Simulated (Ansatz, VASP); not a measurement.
# Sb in VASP and in Ansatz

```xyz
8
Lattice="6.0677 0.0000 0.0000 0.0000 6.0677 0.0000 0.0000 0.0000 6.0677" Properties=species:S:1:pos:R:3 pbc="T T T"
Sb    3.0339    3.0339    3.0339
Sb    0.0000    0.0000    0.0000
Sb    1.5169    0.0000    3.0339
Sb    3.0339    1.5169    0.0000
Sb    3.0339    4.5508    0.0000
Sb    4.5508    0.0000    3.0339
Sb    0.0000    3.0339    4.5508
Sb    0.0000    3.0339    1.5169
```

Alike in both runs: task relaxation of cell and atoms; functional r2SCAN; k mesh 6 × 6 × 6; occupations gaussian, width 0.1 eV; no spin polarisation.

|  | VASP | Ansatz |
| --- | --- | --- |
| version | VASP 6.6.1 | Ansatz 0.2.0 |
| potentials or method | VASP PAW PBE potentials, release 64 (Sb), cutoff 600 eV | scalar-relativistic, plane waves, PAW |
| valence electrons in the cell | 40 | 120 |

Ansatz gave:

| Quantity | Value |
| --- | --- |
| gap on the k mesh at the Fermi level, each at its own relaxed structure (eV) | none |
| relaxed volume (Å³/atom) | 27.67 |
| relaxed length of the cell vector where the two differ most in proportion (Å) | 6.049 |

Problem. Estimate VASP's values.

Solution. gap on the k mesh at the Fermi level, each at its own relaxed structure (eV): none; relaxed volume (Å³/atom): 27.62; relaxed length of the cell vector where the two differ most in proportion (Å): 6.046.

VASP's potentials were made for PBE, not for r2SCAN. A gap of «none» marks a metal or a gap that the smearing closes. VASP's potentials hold 40 valence electrons a cell and Ansatz's 120, so a difference there can come from the potentials and not from the codes.

Spin-orbit coupling is off throughout.
